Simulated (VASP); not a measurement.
Crystal: MgO.

```
Mg O
1.0
     2.93802    0.00000    0.00000
    -1.46901    2.54440    0.00000
     0.00000    0.00000    2.67968
Mg O
1 1
Direct
  0.00000 0.00000 0.00000
  0.33333 0.66667 0.50000
```

* Program: VASP 6.6.1
* Task: relaxation of cell and atoms
* Functional: HF
* Potentials or basis: VASP PAW PBE potentials, release 64 (Mg, O)
* Cutoff: 600 eV
* k mesh: 5 × 5 × 5
* Occupations: fermi-dirac, width 0.05 eV
* Spin: no spin polarisation

At the start: pressure -8.4 GPa; volume 10.02 Å³/atom.

**Question.** How do energy, volume and symmetry change on relaxing?

**Answer.** Over 5 steps the energy falls by 14.4 meV/atom and the volume is 9.49 Å³/atom (-5.2 %); space group P-6m2 (No. 187, to 0.1 Å) before and after.

Step by step:
```csv
step,energy change (eV),largest force (eV/Å),pressure (GPa),volume (Å³)
1,0.0000,0.0000,-8.38,20.03
2,-0.0207,0.0000,4.52,18.55
3,-0.0282,0.0000,-0.25,19.03
4,-0.0286,0.0000,0.22,18.96
5,-0.0289,0.0000,0.02,18.99
```

Final structure:
```
CELL_PARAMETERS angstrom
2.88800 0.00000 0.00000
-1.44400 2.50108 0.00000
0.00000 0.00000 2.62878
ATOMIC_POSITIONS crystal
Mg 0.00000 0.00000 0.00000
O 0.33333 0.66667 0.50000
```

Caveat: the k points lie up to 0.50 Å⁻¹ apart in the final cell; the PAW data sets were made with another functional, which shifts forces and pressure a little.
